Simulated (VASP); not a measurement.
Pb:

```
Pb
1.0
     0.00000    2.47502    2.47502
     2.47502    0.00000    2.47502
     2.47502    2.47502    0.00000
Pb
1
Direct
  0.00000 0.00000 0.00000
```

* Program: VASP 6.6.1
* Task: relaxation of cell and atoms
* Functional: PBEsol
* Dispersion: D3(BJ)
* Potentials or basis: VASP PAW PBE potentials, release 64 (Pb_d)
* Cutoff: 600 eV
* k mesh: 9 × 9 × 9
* Occupations: fermi-dirac, width 0.05 eV
* Spin: no spin polarisation

At the start: pressure -3.1 GPa; volume 30.32 Å³/atom.

Task: Where does the relaxation end?

Result: Over 3 steps the energy falls by 18.4 meV/atom and the volume is 28.50 Å³/atom (-6.0 %); space group Fm-3m (No. 225, to 0.05 Å).

Step by step:
| step | energy change (eV) | largest force (eV/Å) | pressure (GPa) | volume (Å³) |
| --- | --- | --- | --- | --- |
| 1 | 0.0000 | 0.0000 | -3.07 | 30.32 |
| 2 | -0.0156 | 0.0000 | 1.41 | 27.85 |
| 3 | -0.0184 | 0.0000 | -0.01 | 28.50 |

Final structure:
```
Pb
1.0
     0.00000    2.42447    2.42447
     2.42447    0.00000    2.42447
     2.42447    2.42447    0.00000
Pb
1
Direct
  0.00000 0.00000 0.00000
```

The cell as given is a measured one (30.32 Å³/atom); PBEsol+D3(BJ) puts the equilibrium volume -6.0 % from it, thermal expansion not counted.

Caveat: the PAW data sets were made with another functional, which shifts forces and pressure a little; pairwise dispersion overbinds metals, which lowers pressure and volume.
